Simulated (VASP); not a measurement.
# KTmH4 (P-3m1) in VASP: single point with PBE

Aim: the single point of KTmH4 with PBE.

Everything below comes from runs of VASP 6.6.1. Logs are shortened: lines on timing, memory, paths and dates and some standing lists are left out, and cuts for length are marked.

## (1) The cell of the first run

It takes space group P-3m1 (No. 164, trigonal). The conventional cell has a = 3.526 Å, b = 3.526 Å, c = 7.191 Å, α = 90.00°, β = 90.00°, γ = 120.00°. K (site symmetry -3m) has 12 H at 2.72 to 3.64 Å and 6 K at 3.53 Å and 2 Tm at 3.60 Å within 3.7 Å. Tm (site symmetry -3m) has 12 H at 2.12 to 2.71 Å within 2.8 Å. H (site symmetry 3m) has 3 Tm at 2.12 Å and 7 H at 2.34 to 2.37 Å within 2.8 Å. H (site symmetry 3m) has 4 H at 2.37 Å and 3 Tm at 2.71 Å and 3 K at 2.72 Å within 3.1 Å.

## (2) Single point, PBE

POSCAR

```
KTmH4
1.0
    3.5259072356      0.0000000000      0.0000000000
   -1.7629536178      3.0535252374      0.0000000000
    0.0000000000      0.0000000000      7.1907108715
K Tm H
1 1 4
Direct
    0.0000000000      0.0000000000      0.0000000000
    0.0000000000      0.0000000000      0.5000000000
    0.6666666667      0.3333333333      0.5806279562
    0.6666666667      0.3333333333      0.2514261615
    0.3333333333      0.6666666667      0.7485738385
    0.3333333333      0.6666666667      0.4193720438
```

INCAR.step1

```
PREC = Accurate
ENCUT = 400
EDIFF = 1E-6
ISMEAR = 0
SIGMA = 0.02
LREAL = False
LASPH = True
NELM = 200
ALGO = Normal
ISIF = 2
LWAVE = False
LCHARG = True
LMAXMIX = 6
GGA = PE
NBANDS = 20
GGA_COMPAT = False
NEDOS = 2001
LORBIT = 11
```

KPOINTS.step1

```
Automatic mesh
0
Gamma
  12 12 6
```

INCAR.step2

```
PREC = Accurate
ENCUT = 400
EDIFF = 1E-6
ISMEAR = -5
SIGMA = 0.02
LREAL = False
LASPH = True
NELM = 200
ALGO = Normal
ISIF = 2
LWAVE = False
LCHARG = False
LMAXMIX = 6
GGA = PE
LORBIT = 11
NBANDS = 20
NEDOS = 2001
ICHARG = 11
GGA_COMPAT = False
```

KPOINTS.step2

```
Automatic mesh
0
Gamma
  18 18 9
```

Potentials or basis: VASP PAW PBE potentials, release 64 (K_sv, Tm_3, H), 4f in core.

Run with:

```console
cat potpaw_PBE.64/K_sv/POTCAR potpaw_PBE.64/Tm_3/POTCAR potpaw_PBE.64/H/POTCAR > POTCAR
cp INCAR.step1 INCAR
cp KPOINTS.step1 KPOINTS
mpirun -np 1 vasp_std > vasp.out
cp INCAR.step2 INCAR
cp KPOINTS.step2 KPOINTS
mpirun -np 1 vasp_std > vasp.out
```

OUTCAR:

```text
PREC = Accurate
   ENCUT = 400
   EDIFF = 1E-6
   ISMEAR = -5
   LREAL = False
   LASPH = True
   NELM = 200
   ISIF = 2
   GGA = PE
   LORBIT = 11
   ICHARG = 11

 ion  position               nearest neighbor table
   1  0.000  0.000  0.000-   2 3.60   2 3.60
   2  0.000  0.000  0.500-   3 2.12   6 2.12   6 2.12   3 2.12   3 2.12   6 2.12   1 3.60   1 3.60

   3  0.667  0.333  0.581-   2 2.12   2 2.12   2 2.12
   4  0.667  0.333  0.251-
   5  0.333  0.667  0.749-
   6  0.333  0.667  0.419-   2 2.12   2 2.12   2 2.12

  LATTYP: Found a hexagonal cell.
 ALAT       =     3.5259072356
 C/A-ratio  =     2.0393930955

  Lattice vectors:

 A1 = (   3.5259072356,   0.0000000000,   0.0000000000)
 A2 = (  -1.7629536178,   3.0535252374,   0.0000000000)
 A3 = (   0.0000000000,   0.0000000000,   7.1907108715)

Analysis of symmetry for initial positions (statically):
=====================================================================
 Subroutine PRICEL returns:
 Original cell was already a primitive cell.

 Routine SETGRP: Setting up the symmetry group for a
 hexagonal supercell.

 Subroutine GETGRP returns: Found 12 space group operations
 (whereof 12 operations were pure point group operations)
 out of a pool of 24 trial point group operations.

The static configuration has the point symmetry D_3d.

Analysis of symmetry for dynamics (positions and initial velocities):
=====================================================================
 Subroutine PRICEL returns:
 Original cell was already a primitive cell.

 Routine SETGRP: Setting up the symmetry group for a
 hexagonal supercell.

 Subroutine GETGRP returns: Found 12 space group operations
 (whereof 12 operations were pure point group operations)
 out of a pool of 24 trial point group operations.

The dynamic configuration has the point symmetry D_3d.

 Subroutine INISYM returns: Found 12 space group operations
 (whereof 12 operations are pure point group operations),
 and found     1 'primitive' translations

----------------------------------------------------------------------------------------

                                     Primitive cell

  volume of cell :      77.4184

  direct lattice vectors                    reciprocal lattice vectors
     3.525907236  0.000000000  0.000000000     0.283614949  0.163745167  0.000000000
    -1.762953618  3.053525237  0.000000000     0.000000000  0.327490334  0.000000000
     0.000000000  0.000000000  7.190710872     0.000000000  0.000000000  0.139068309

  length of vectors
     3.525907236  3.525907236  7.190710872     0.327490334  0.327490334  0.139068309

  position of ions in fractional coordinates (direct lattice)
     0.000000000  0.000000000  0.000000000
     0.000000000  0.000000000  0.500000000
     0.666666667  0.333333333  0.580627956
     0.666666667  0.333333333  0.251426161
     0.333333333  0.666666667  0.748573839
     0.333333333  0.666666667  0.419372044

  ion indices of the primitive-cell ions
   primitive index   ion index
                 1           1
                 2           2
                 3           3
                 4           4
                 5           5
                 6           6

----------------------------------------------------------------------------------------

 KPOINTS: Automatic mesh

Automatic generation of k-mesh.
 Grid dimensions read from file:
 generate k-points for:   18   18    9

 Generating k-lattice:

  Cartesian coordinates                     Fractional coordinates (reciprocal lattice)
     0.015756386  0.009096954  0.000000000     0.055555556 -0.000000000  0.000000000
     0.000000000  0.018193907  0.000000000     0.000000000  0.055555556  0.000000000
     0.000000000  0.000000000  0.015452034     0.000000000  0.000000000  0.111111111

  Length of vectors
     0.018193907  0.018193907  0.015452034

  Shift w.r.t. Gamma in fractional coordinates (k-lattice)
     0.000000000  0.000000000  0.000000000

 TETIRR: Found   4263 inequivalent tetrahedra from    17496

 Subroutine IBZKPT returns following result:
 ===========================================

 Found    293 irreducible k-points:

 Following reciprocal coordinates:
            Coordinates               Weight
  0.000000  0.000000  0.000000      1.000000
  0.055556 -0.000000  0.000000      6.000000
  0.111111 -0.000000  0.000000      6.000000
  0.166667 -0.000000  0.000000      6.000000
  0.222222 -0.000000  0.000000      6.000000
  0.277778  0.000000  0.000000      6.000000
[... 16 lines left out ...]
  0.333333  0.111111  0.000000     12.000000
  0.388889  0.111111  0.000000     12.000000
 [... further k-points ...]
   k-points           NKPTS =    293   k-points in BZ     NKDIM =    293   number of bands    NBANDS=     20
   number of dos      NEDOS =   2001   number of ions     NIONS =      6
   total plane-waves  NPLWV =  27648
   dimension x,y,z NGX =    24 NGY =   24 NGZ =   48
   dimension x,y,z NGXF=    48 NGYF=   48 NGZF=   96
   ions per type =               1   1   4
   NGX,Y,Z   is equivalent  to a cutoff of  11.32, 11.32, 11.10 a.u.
   NGXF,Y,Z  is equivalent  to a cutoff of  22.63, 22.63, 22.19 a.u.
 SYSTEM =  unknown system
   PREC   = accura    normal or accurate (medium, high low for compatibility)
   ISTART =      0    job   : 0-new  1-cont  2-samecut
   ICHARG =     11    charge: 1-file 2-atom 10-const
   ISPIN  =      1    spin polarized calculation?
   LNONCOLLINEAR =      F non collinear calculations
   LSORBIT =      F    spin-orbit coupling
   LASPH  =      T    aspherical Exc in radial PAW
   ENCUT  =  400.0 eV  29.40 Ry    5.42 a.u.   5.75  5.75 11.73*2*pi/ulx,y,z
   NELM   =    200;   NELMIN=  2; NELMDL=  0     # of ELM steps
   EDIFF  = 0.1E-05   stopping-criterion for ELM
   LREAL  =      F    real-space projection
   EDIFFG = 0.1E-04   stopping-criterion for IOM
   NSW    =      0    number of steps for IOM
   IBRION =     -1    ionic relax: 0-MD 1-quasi-New 2-CG
   NFREE  =      0    steps in history (QN), initial steepest desc. (CG)
   ISIF   =      2    stress and relaxation
   ISYM   =      2    0-nonsym 1-usesym 2-fastsym
   POTIM  = 0.5000    time-step for ionic-motion
   TEBEG  =    0.0;   TEEND  =   0.0 temperature during run
   PSTRESS=    0.0 pullay stress
   NELECT =      22.0000    total number of electrons
   NUPDOWN=      -1.0000    fix difference up-down
   EMIN   =  10.00;   EMAX   =-10.00  energy-range for DOS
   EFERMI =   0.00;   METHOD = LEGACY
   ISMEAR =    -5;   SIGMA  =   0.02  broadening in eV -4-tet -1-fermi 0-gaus
   EFERMI_NEDOS =   21; number of points for ismear=-14 and -15
   IALGO  =     38    algorithm
   IMIX   =      4    mixing-type and parameters
     AMIX     =   0.40;   BMIX     =  1.00
     AMIX_MAG =   1.60;   BMIX_MAG =  1.00
  volume/ion in A,a.u.               =      12.90        87.07
  Fermi-wavevector in a.u.,A,eV,Ry     =   1.076302  2.033917 15.761355  1.158427
  Thomas-Fermi vector in A             =   2.212183
   LORBIT       =     11    0 simple, 1 ext, 2 COOP (PROOUT), +10 PAW based schemes
   GGA     = PE    functional components
   LHFCALC =     F    Hartree Fock is set to
   AEXX    =    0.0000 exact exchange contribution
   IVDW    =     0    specifies the selected vdW correction
   LEPSILON=     F    determine dielectric tensor
   LRPA    =     F    only Hartree local field effects (RPA)
 non-spin polarized calculation
 Fermi weights with tetrahedron method with Bloechl corrections
  energy-cutoff  :      400.00
  volume of cell :       77.42
 maximum number of plane-waves:      1424

 number of electron      22.0000002 magnetization

 Free energy of the ion-electron system (eV)
  ---------------------------------------------------
  ext. energy  EPLUGINS =         0.00000000
  ---------------------------------------------------
  free energy    TOTEN  =       -20.48918932 eV

  energy without entropy =      -20.48918932  energy(sigma->0) =      -20.48918932

 E-fermi :   2.2187     XC(G=0):  -8.8760

 val. band max:        2.2108611075   @ k =   0.0000   0.0000   0.0000
 cond. band min:       2.6277846941   @ k =   0.5000   0.0000   0.0000
 fundamental gap:      0.4169235866
 Fermi energy:         2.2187381907

 k-point     1 :       0.0000    0.0000    0.0000
  band No.  band energies     occupation
      1     -29.8131      2.00000
      2     -23.7985      2.00000
      3     -23.2101      2.00000
      4     -23.2101      2.00000
      5     -13.3159      2.00000
      6     -12.9991      2.00000
[... 12 lines left out ...]
     19       7.4968      0.00000
     20       9.8844      0.00000

 k-point     2 :       0.0556   -0.0000    0.0000
  band No.  band energies     occupation
      1     -29.8103      2.00000
      2     -23.7965      2.00000
      3     -23.2250      2.00000
      4     -23.2131      2.00000
      5     -13.3115      2.00000
      6     -13.0219      2.00000
[... 12 lines left out ...]
     19       7.5592      0.00000
     20       9.4107      0.00000
[... 465 lines left out ...]
      3     -23.6138      2.00000
      4     -23.3289      2.00000
      5     -13.6070      2.00000
      6     -13.1840      2.00000
[... 12 lines left out ...]
     19       8.6873      0.00000
     20       8.8426      0.00000

 k-point    24 :       0.3889    0.1111    0.0000
  band No.  band energies     occupation
      1     -29.7187      2.00000
      2     -23.7314      2.00000
      3     -23.6468      2.00000
      4     -23.3401      2.00000
      5     -13.6563      2.00000
      6     -13.2005      2.00000
[... 12 lines left out ...]
     19       8.5543      0.00000
     20       8.6917      0.00000

 [... further k-points ...]

------------------------ aborting loop because EDIFF is reached ----------------------------------------

  FORCE on cell =-STRESS in cart. coord.  units (eV):
  Direction    XX          YY          ZZ          XY          YZ          ZX
  --------------------------------------------------------------------------------------
  -------------------------------------------------------------------------------------
  Total        0.0100693      0.0100693     -0.1818157      0.0000000      0.0000000      0.0000000
  in kB        0.2083846      0.2083846     -3.7626845      0.0000000      0.0000000      0.0000000
  external PRESSURE =      -1.1153051 kB  Pullay stress =       0.0000000 kB

 VOLUME and BASIS-vectors are now :
 -----------------------------------------------------------------------------
  energy-cutoff  :      400.00
  volume of cell :       77.42
      direct lattice vectors                 reciprocal lattice vectors
     3.525907236  0.000000000  0.000000000     0.283614949  0.163745167  0.000000000
    -1.762953618  3.053525237  0.000000000     0.000000000  0.327490334  0.000000000
     0.000000000  0.000000000  7.190710872     0.000000000  0.000000000  0.139068309

 POSITION                                       TOTAL-FORCE (eV/Angst)
 -----------------------------------------------------------------------------------
      0.00000      0.00000      0.00000        -0.000000      0.000000      0.000000
      0.00000      0.00000      3.59536        -0.000000      0.000000      0.000000
      1.76295      1.01784      4.17513         0.000000     -0.000000      0.023675
      1.76295      1.01784      1.80793        -0.000000      0.000000      0.020668
     -0.00000      2.03568      5.38278         0.000000     -0.000000     -0.020668
     -0.00000      2.03568      3.01558        -0.000000      0.000000     -0.023675
 -----------------------------------------------------------------------------------
    total drift:                                0.000000     -0.000000      0.000000

  FREE ENERGIE OF THE ION-ELECTRON SYSTEM (eV)
  ---------------------------------------------------
  free  energy   TOTEN  =       -20.4891893170 eV

  energy  without entropy=      -20.4891893170  energy(sigma->0) =      -20.48918932

 total charge

# of ion       s       p       d       tot
------------------------------------------
    1        1.971   5.577   0.038   7.586
    2        0.346   6.843   1.160   8.349
    3        0.582   0.006   0.000   0.588
    4        0.496   0.002   0.000   0.498
    5        0.496   0.002   0.000   0.498
    6        0.582   0.006   0.000   0.588
--------------------------------------------------
tot          4.473  12.436   1.198  18.106
```

Run time: 1.7 min. Hardware: 1 thread of Intel Xeon 6975P-C (Granite Rapids), shared host; peak memory 0.4 GiB.

What came out:

- Valence electrons inside the program's atomic spheres: K 7.59; Tm 8.35; H 0.59, 0.50 (each value once)

Caveat: spin-orbit coupling is left out, which moves the levels of the heavy elements; the 4f electrons are frozen in the core, so they carry no moment and show no levels.
